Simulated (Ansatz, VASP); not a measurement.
**AgW in VASP and in Ansatz**

```
Ag W
1.0
     0.00000    3.23063    3.23063
     3.23063    0.00000    3.23063
     3.23063    3.23063    0.00000
Ag W
2 2
Direct
  0.00000 0.00000 0.00000
  0.25000 0.25000 0.25000
  0.50000 0.50000 0.50000
  0.75000 0.75000 0.75000
```

Alike in both runs: functional PBE; k mesh 6 × 6 × 6; occupations gaussian, width 0.1 eV; no spin polarisation.

Ansatz relaxed the structure, and its values are those at the end. VASP's run is a single point on that final structure, the one shown.

|  | VASP | Ansatz |
| --- | --- | --- |
| version | VASP 6.6.1 | Ansatz 0.2.0 |
| potentials or method | VASP PAW PBE potentials, release 64 (Ag, W_sv), cutoff 520 eV | scalar-relativistic, plane waves, PAW |
| valence electrons in the cell | 50 | 66 |

```tsv
	VASP	Ansatz	Ansatz less VASP
gap on the k mesh at the Fermi level (eV)	none	none	-
pressure (GPa)	0.1	0.1	+0.02
```

A gap of «none» marks a metal or a gap that the smearing closes. With one functional, cell and mesh, what is left measures potentials, basis and numerics. VASP's potentials hold 50 valence electrons a cell and Ansatz's 66, so a difference there can come from the potentials and not from the codes.

Neither program's run includes spin-orbit coupling.
